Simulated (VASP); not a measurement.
# I (R-3m) in VASP: a series of runs

Runs on I. Level: r2SCAN. Tasks: single point, relaxation of cell and atoms.

Everything below comes from runs of VASP 6.6.1. Logs are shortened: lines on timing, memory, paths and dates and some standing lists are left out, and cuts for length are marked.

### Step 1. The cell of the first run

The structure is trigonal, space group R-3m (No. 166). The conventional cell has a = 4.210 Å, b = 4.210 Å, c = 30.522 Å, α = 90.00°, β = 90.00°, γ = 120.00°. Within 5.5 Å of I (site symmetry -3m) lie 12 I at 4.17 to 4.21 Å. I (site symmetry 3m) has 12 I at 4.17 to 4.21 Å within 5.5 Å.

### Step 2. Single point, r2SCAN

Contents of POSCAR:

```
I
1.0
    2.1051080089      1.2153846756     10.1738549166
   -2.1051080089      1.2153846756     10.1738549166
    0.0000000000     -2.4307693513     10.1738549166
I
3
Direct
    0.0000000000      0.0000000000      0.0000000000
    0.2222200000      0.2222200000      0.2222200000
    0.7777800000      0.7777800000      0.7777800000
```

Contents of INCAR.step1:

```
ALGO = Normal
EDIFF = 1E-4
ENCUT = 520
GGA = PE
ISMEAR = 0
LASPH = True
LCHARG = False
LREAL = False
LWAVE = True
NBANDS = 18
NELM = 100
PREC = Accurate
SIGMA = 0.1
```

Contents of INCAR.step2:

```
ALGO = Normal
EDIFF = 1E-6
ENCUT = 520
ISIF = 2
ISMEAR = 0
ISTART = 1
LASPH = True
LCHARG = False
LMIXTAU = True
LREAL = False
LWAVE = False
METAGGA = R2SCAN
NBANDS = 18
NELM = 100
PREC = Accurate
SIGMA = 0.1
```

Contents of KPOINTS:

```
k-points
0
Gamma
  6 6 6
```

Potentials or basis: VASP PAW PBE potentials, release 64 (I).

Launch:

```
$ cat potpaw_PBE.64/I/POTCAR > POTCAR
$ cp INCAR.step1 INCAR
$ mpirun -np 1 vasp_std > vasp.out
$ cp INCAR.step2 INCAR
$ mpirun -np 1 vasp_std > vasp.out
```

OUTCAR:

```text
EDIFF = 1E-6
   ENCUT = 520
   ISIF = 2
   ISMEAR = 0
   ISTART = 1
   LASPH = True
   LREAL = False
   METAGGA = R2SCAN
   NELM = 100
   PREC = Accurate

 ion  position               nearest neighbor table
   1  0.000  0.000  0.000-
   2  0.222  0.222  0.222-
   3  0.778  0.778  0.778-

  LATTYP: Found a trigonal (rhomboedric) cell.
 ALAT       =    10.4602085784
 COS(alpha) =     0.9189975651

  Lattice vectors:

 A1 = (   2.1051080089,   1.2153846756,  10.1738549166)
 A2 = (  -2.1051080089,   1.2153846756,  10.1738549166)
 A3 = (   0.0000000000,  -2.4307693513,  10.1738549166)

Analysis of symmetry for initial positions (statically):
=====================================================================
 Subroutine PRICEL returns:
 Original cell was already a primitive cell.

 Routine SETGRP: Setting up the symmetry group for a
 trigonal (rhombohedral) supercell.

 Subroutine GETGRP returns: Found 12 space group operations
 (whereof 12 operations were pure point group operations)
 out of a pool of 12 trial point group operations.

The static configuration has the point symmetry D_3d.

Analysis of symmetry for dynamics (positions and initial velocities):
=====================================================================
 Subroutine PRICEL returns:
 Original cell was already a primitive cell.

 Routine SETGRP: Setting up the symmetry group for a
 trigonal (rhombohedral) supercell.

 Subroutine GETGRP returns: Found 12 space group operations
 (whereof 12 operations were pure point group operations)
 out of a pool of 12 trial point group operations.

The dynamic configuration has the point symmetry D_3d.

 Subroutine INISYM returns: Found 12 space group operations
 (whereof 12 operations are pure point group operations),
 and found     1 'primitive' translations

----------------------------------------------------------------------------------------

                                     Primitive cell

  volume of cell :     156.1798

  direct lattice vectors                    reciprocal lattice vectors
     2.105108009  1.215384676 10.173854917     0.237517504  0.137130795  0.032763720
    -2.105108009  1.215384676 10.173854917    -0.237517504  0.137130795  0.032763720
     0.000000000 -2.430769351 10.173854917     0.000000000 -0.274261590  0.032763720

  length of vectors
    10.460208578 10.460208578 10.460208578     0.276211660  0.276211660  0.276211660

  position of ions in fractional coordinates (direct lattice)
[... 75 lines left out ...]
   ISPIN  =      1    spin polarized calculation?
   LNONCOLLINEAR =      F non collinear calculations
   LSORBIT =      F    spin-orbit coupling
   LASPH  =      T    aspherical Exc in radial PAW
   ENCUT  =  520.0 eV  38.22 Ry    6.18 a.u.  19.45 19.45 19.45*2*pi/ulx,y,z
   NELM   =    100;   NELMIN=  2; NELMDL=  0     # of ELM steps
   EDIFF  = 0.1E-05   stopping-criterion for ELM
   LREAL  =      F    real-space projection
[... 7 lines left out ...]
   TEBEG  =    0.0;   TEEND  =   0.0 temperature during run
   PSTRESS=    0.0 pullay stress
   NELECT =      21.0000    total number of electrons
   NUPDOWN=      -1.0000    fix difference up-down
   EMIN   =  10.00;   EMAX   =-10.00  energy-range for DOS
   EFERMI =   0.00;   METHOD = LEGACY
   ISMEAR =     0;   SIGMA  =   0.10  broadening in eV -4-tet -1-fermi 0-gaus
   EFERMI_NEDOS =   21; number of points for ismear=-14 and -15
   IALGO  =     38    algorithm
   IMIX   =      4    mixing-type and parameters
     AMIX     =   0.40;   BMIX     =  1.00
     AMIX_MAG =   1.60;   BMIX_MAG =  1.00
  volume/ion in A,a.u.               =      52.06       351.32
  Fermi-wavevector in a.u.,A,eV,Ry     =   0.838699  1.584912  9.570563  0.703417
  Thomas-Fermi vector in A             =   1.952797
   LORBIT       =      0    0 simple, 1 ext, 2 COOP (PROOUT), +10 PAW based schemes
   METAGGA = R2SCAN    functional components
   LHFCALC =     F    Hartree Fock is set to
   AEXX    =    0.0000 exact exchange contribution
   IVDW    =     0    specifies the selected vdW correction
   LEPSILON=     F    determine dielectric tensor
   LRPA    =     F    only Hartree local field effects (RPA)
 non-spin polarized calculation
 Gauss-broadening in eV      SIGMA  =   0.10
  energy-cutoff  :      520.00
  volume of cell :      156.18
 maximum number of plane-waves:      4230
 NGX is ok and might be reduce to    80
   NGX = 39   NGY = 39   NGZ = 39

 number of electron      21.0000000 magnetization

 Free energy of the ion-electron system (eV)
  ---------------------------------------------------
  ext. energy  EPLUGINS =         0.00000000
  ---------------------------------------------------
  free energy    TOTEN  =       -71.27213934 eV

  energy without entropy =      -71.21227112  energy(sigma->0) =      -71.24220523

 E-fermi :   0.0637     XC(G=0):  -7.6974

 val. band max:        0.0624349192   @ k =   0.5000   0.5000   0.1667
 cond. band min:       0.0700968024   @ k =   0.5000   0.3333   0.1667
 fundamental gap:      0.0076618832
 Fermi energy:         0.0637148757

 k-point     1 :       0.0000    0.0000    0.0000
  band No.  band energies     occupation
      1     -11.9243      2.00000
      2     -11.5216      2.00000
      3     -11.5205      2.00000
      4      -1.7209      2.00000
      5      -1.7119      2.00000
      6       0.2226      0.02460
[... 481 lines left out ...]
      5      -1.8215      2.00000
      6      -1.5455      2.00000
[... 10 lines left out ...]
     17       9.1633      0.00000
     18       9.5357      0.00000

 [... further k-points ...]

------------------------ aborting loop because EDIFF is reached ----------------------------------------

  FORCE on cell =-STRESS in cart. coord.  units (eV):
  Direction    XX          YY          ZZ          XY          YZ          ZX
  --------------------------------------------------------------------------------------
  -------------------------------------------------------------------------------------
  Total       -3.0979434     -3.0979434     -3.4002286      0.0000000      0.0000000      0.0000000
  in kB      -31.7803829    -31.7803829    -34.8813887      0.0000000      0.0000000      0.0000000
  external PRESSURE =     -32.8140515 kB  Pullay stress =       0.0000000 kB

 VOLUME and BASIS-vectors are now :
 -----------------------------------------------------------------------------
  energy-cutoff  :      520.00
  volume of cell :      156.18
      direct lattice vectors                 reciprocal lattice vectors
     2.105108009  1.215384676 10.173854917     0.237517504  0.137130795  0.032763720
    -2.105108009  1.215384676 10.173854917    -0.237517504  0.137130795  0.032763720
     0.000000000 -2.430769351 10.173854917     0.000000000 -0.274261590  0.032763720

 POSITION                                       TOTAL-FORCE (eV/Angst)
 -----------------------------------------------------------------------------------
      0.00000      0.00000      0.00000         0.000000     -0.000000      0.000000
      0.00000     -0.00000      6.78250        -0.000000     -0.000000      0.028145
      0.00000     -0.00000     23.73906        -0.000000      0.000000     -0.028145
 -----------------------------------------------------------------------------------
    total drift:                               -0.000000     -0.000000      0.000000

  FREE ENERGIE OF THE ION-ELECTRON SYSTEM (eV)
  ---------------------------------------------------
  free  energy   TOTEN  =       -71.2721393413 eV

  energy  without entropy=      -71.2122711223  energy(sigma->0) =      -71.24220523
```

OUTCAR.step1:

```text
EDIFF = 1E-4
   ENCUT = 520
   GGA = PE
   ISMEAR = 0
[... 731 lines left out ...]
      0.00000      0.00000      0.00000         0.000000     -0.000000      0.000000
      0.00000     -0.00000      6.78250         0.000000     -0.000000      0.025764
      0.00000     -0.00000     23.73906         0.000000      0.000000     -0.025764
 -----------------------------------------------------------------------------------
    total drift:                               -0.000000     -0.000000      0.000000

  FREE ENERGIE OF THE ION-ELECTRON SYSTEM (eV)
  ---------------------------------------------------
  free  energy   TOTEN  =        -2.3598965706 eV

  energy  without entropy=       -2.2986133138  energy(sigma->0) =       -2.32925494
```

It took 51 min on 1 thread of Intel Xeon Platinum 8259CL at 2.50GHz (Skylake/Cascade Lake), shared host; peak memory 1.1 GiB.

What came out:

| Property | Result |
| --- | --- |
| Free energy | -71.2721 eV |
| Pressure | -3.3 GPa |
| Largest force | 0.028 eV/Å |
| Band gap on the k mesh | zero (an odd number of electrons rules out a gap without spin polarisation) |

Forces in eV/Å, atoms in the order of the input:
```
I    0.000  0.000  0.000
I    0.000  0.000  0.028
I    0.000  0.000 -0.028
```

Caveat: the cell stands under tension; the PAW data sets were made with another functional, which shifts forces and pressure a little; spin-orbit coupling is left out, which moves the levels of the heavy elements; an odd number of electrons without spin polarisation forces a metal; a magnetic or distorted state may lie lower.

### Step 3. Single point, r2SCAN

This run uses another cell than the first one, of 38.67 Å³/atom.

Contents of POSCAR:

```
I
1.0
    2.1456458245      1.2387891944      7.2735446501
   -2.1456458245      1.2387891944      7.2735446501
    0.0000000000     -2.4775783888      7.2735446501
I
3
Direct
    0.0000000000      0.0000000000      0.0000000000
    0.2223617473      0.2223617473      0.2223617473
    0.7776382527      0.7776382527      0.7776382527
```

Contents of INCAR.step1:

```
SYSTEM = I
  ALGO = Normal
  EDIFF = 1E-4
  ENCUT = 520
  GGA = PE
  ISMEAR = 0
  LASPH = .TRUE.
  LCHARG = .FALSE.
  LREAL = .FALSE.
  LWAVE = .TRUE.
  NBANDS = 18
  NELM = 100
  PREC = Accurate
  SIGMA = 0.1
```

Contents of INCAR.step2:

```
SYSTEM = I
  ALGO = Normal
  EDIFF = 1E-6
  ENCUT = 520
  ISIF = 2
  ISMEAR = 0
  ISTART = 1
  LASPH = .TRUE.
  LCHARG = .FALSE.
  LMIXTAU = .TRUE.
  LREAL = .FALSE.
  LWAVE = .FALSE.
  METAGGA = R2SCAN
  NBANDS = 18
  NELM = 100
  PREC = Accurate
  SIGMA = 0.1
```

Contents of KPOINTS:

```
k-points
0
G
  12 12 12
  0 0 0
```

Potentials or basis: VASP PAW PBE potentials, release 64 (I).

Launch:

```
$ cat potpaw_PBE.64/I/POTCAR > POTCAR
$ cp INCAR.step1 INCAR
$ mpirun -np 1 vasp_std > vasp.out
$ cp INCAR.step2 INCAR
$ mpirun -np 1 vasp_std > vasp.out
```

Run time: 73 min. Hardware: 1 thread of Intel Xeon Platinum 8259CL at 2.50GHz (Skylake/Cascade Lake), shared host; peak memory 0.74 GiB.

It converged, with:

| Quantity | Value |
| --- | --- |
| Free energy | -72.4404 eV |
| Pressure | -0.1 GPa |
| Band gap on the k mesh | zero (an odd number of electrons rules out a gap without spin polarisation) |

Levels at points of the mesh, in eV from the Fermi level:
| k point | band 7 | band 8 | band 9 | band 10 | band 11 | band 12 | band 13 | band 14 | band 15 | band 16 |
| --- | --- | --- | --- | --- | --- | --- | --- | --- | --- | --- |
| (0.00, 0.00, 0.00) | -1.66 | -1.59 | -1.59 | -0.16 | -0.16 | 1.01 | 6.18 | 6.40 | 6.54 | 7.50 |
| (0.50, 0.00, 0.00) | -2.38 | -2.36 | -1.16 | -0.99 | 0.27 | 0.58 | 5.61 | 6.22 | 8.17 | 8.29 |
| (0.50, 0.50, 0.00) | -2.96 | -1.15 | -1.14 | -0.86 | -0.82 | 0.49 | 4.81 | 6.38 | 8.13 | 9.97 |
| (0.50, 0.50, 0.50) | -0.74 | -0.74 | -0.65 | -0.65 | -0.61 | -0.54 | 5.04 | 7.27 | 7.52 | 7.52 |

Caveat: the PAW data sets were made with another functional, which shifts forces and pressure a little; spin-orbit coupling is left out, which moves the levels of the heavy elements; an odd number of electrons without spin polarisation forces a metal; a magnetic or distorted state may lie lower.

(Part 1 of 2 ends here.)
